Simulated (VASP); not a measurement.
Set up this calculation in VASP 6.6.1, as the native input.

| Property | Result |
| --- | --- |
| Task | single point |
| Functional | PBE |
| Potentials or basis | VASP PAW PBE potentials, release 64 (Sc_sv) |
| Cutoff | 500 eV |
| k mesh | 8 × 8 × 8 |
| Occupations | fermi-dirac, width 0.1 eV |
| Spin | collinear spin, zero start |
| Starting moments | [0.0] μB |
| Dipole correction | no |
| Further INCAR settings | ALGO = Normal; EDIFF = 1e-06; NBANDS = 16 |

The structure of Sc lies in POSCAR:

```
Sc
1.0
    0.0000000000      2.4315000000      2.4315000000
    2.4315000000      0.0000000000      2.4315000000
    2.4315000000      2.4315000000      0.0000000000
Sc
1
Direct
    0.0000000000      0.0000000000      0.0000000000
```

This isn't the form of Sc at room conditions, which is hcp.

These files were run (other wordings do the same):

INCAR

```
  PREC = Accurate
  ENCUT = 500
  EDIFF = 1E-6
  ISMEAR = -1
  SIGMA = 0.1
  LREAL = F
  LASPH = T
  NELM = 200
  ALGO = Normal
  ISIF = 2
  LWAVE = F
  LCHARG = F
  ISPIN = 2
  MAGMOM = 0
  LORBIT = 11
  LMAXMIX = 4
  GGA = PE
  NBANDS = 16
  GGA_COMPAT = F
```

KPOINTS

```
regular mesh
0
Gamma
  8 8 8
```

Potentials or basis: VASP PAW PBE potentials, release 64 (Sc_sv).

Command:

```sh
$ cat potpaw_PBE.64/Sc_sv/POTCAR > POTCAR
$ mpirun -np 1 vasp_std > vasp.out
```

It gave:

```
Pressure                                              : -6.0 GPa
Net moment                                            : 0.00 μB per cell
Valence electrons inside the program's atomic spheres : Sc 9.25
```

Caveat: the cell stands under tension.

It took 19 s on 1 thread of Intel(R) Xeon(R) Platinum 8488C (Sapphire Rapids) (shared host), peak memory 0.17 GiB.
